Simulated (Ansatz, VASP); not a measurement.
## Zr in VASP and in Ansatz

```
Zr
1.0
    -0.11275    2.25500    2.25500
     2.25500   -0.11275    2.25500
     2.14225    2.14225    0.00000
Zr
1
Cartesian
  0.0000 0.0000 0.0000
```

Change from the starting cell: strain -0.1000 x Voigt [0, 0, 0, 0, 0, 1], atoms carried along.

Alike in both runs: task single point; functional PBEsol; k mesh 18 × 18 × 18; occupations gaussian, width 0.15 eV; no spin polarisation.

|  | VASP | Ansatz |
| --- | --- | --- |
| version | VASP 6.6.1 | Ansatz 0.2.0 |
| potentials or method | VASP PAW PBE potentials, release 64 (Zr_sv), cutoff 520 eV | scalar-relativistic, plane waves, PAW |
| valence electrons in the cell | 12 | 12 |

```csv
,VASP,Ansatz,Ansatz less VASP
gap on the k mesh at the Fermi level (eV),none,none,-
pressure (GPa),-2.4,-2.4,-0.06
"traceless stress, the component that is largest in VASP (GPa)",4.21,4.19,-0.019
```

VASP's potentials were made for PBE, not for PBEsol. A gap of «none» marks a metal or a gap that the smearing closes. The functional is the same, so the differences come from potentials, cutoffs and numerics.
